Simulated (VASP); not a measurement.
Input of a VASP 6.6.1 run:

INCAR

```
SYSTEM = GeSb4Te4
PREC = Accurate ; ENCUT = 520
EDIFF = 1E-7 ; ISMEAR = 0
SIGMA = 0.03 ; LREAL = .False.
LASPH = .True. ; NELM = 60
ALGO = Normal ; ISIF = 2
LWAVE = .False. ; LCHARG = .False.
GGA = PE ; NBANDS = 39
```

KPOINTS

```
Automatic mesh
0
Gamma
  9 9 2
  0 0 0
```

POSCAR

```
GeSb4Te4
1.0
   -4.3299846501      0.0000000000      0.0000000000
   -2.1649923251     -3.7498767050      0.0000000000
   -5.4122643134     -3.1247722582     17.6486093019
Ge Sb Te
1 4 4
Direct
   -0.5158543650     -0.5158543650      0.6190500000
    0.1973811058      0.1973811058      0.1631491990
    0.6042101642      0.6042101642      0.0749508010
    0.3251650349      0.3251650349      0.4098183509
   -0.3568737649     -0.3568737649      0.8282816491
   -0.1029562801     -0.1029562801      0.5235684789
    0.0712475501      0.0712475501      0.7145315211
    0.7391631725      0.7391631725      0.3130167137
   -0.7708719025     -0.7708719025      0.9250832863
```

Potentials or basis: VASP PAW PBE potentials, release 64 (Ge_d, Sb, Te).

Launch:

```sh
$ cat potpaw_PBE.64/Ge_d/POTCAR potpaw_PBE.64/Sb/POTCAR potpaw_PBE.64/Te/POTCAR > POTCAR
$ mpirun -np 1 vasp_std > vasp.out
```

Task: Predict the largest force.

Result: 0.246 eV/Å.

Task: Estimate the pressure.

Result: 0.3 GPa.

Forces in eV/Å, atoms in the order of the input:
```
Ge  -0.039 -0.022  0.003
Sb  -0.016 -0.009  0.185
Sb  -0.053 -0.031  0.168
Sb  -0.005 -0.003  0.027
Sb  -0.137 -0.079 -0.158
Te   0.020  0.012 -0.015
Te   0.090  0.052  0.028
Te   0.003  0.002 -0.049
Te   0.136  0.079 -0.189
```

Caveat: the cell differs from its parent crystal (the part above a cut slid along it).
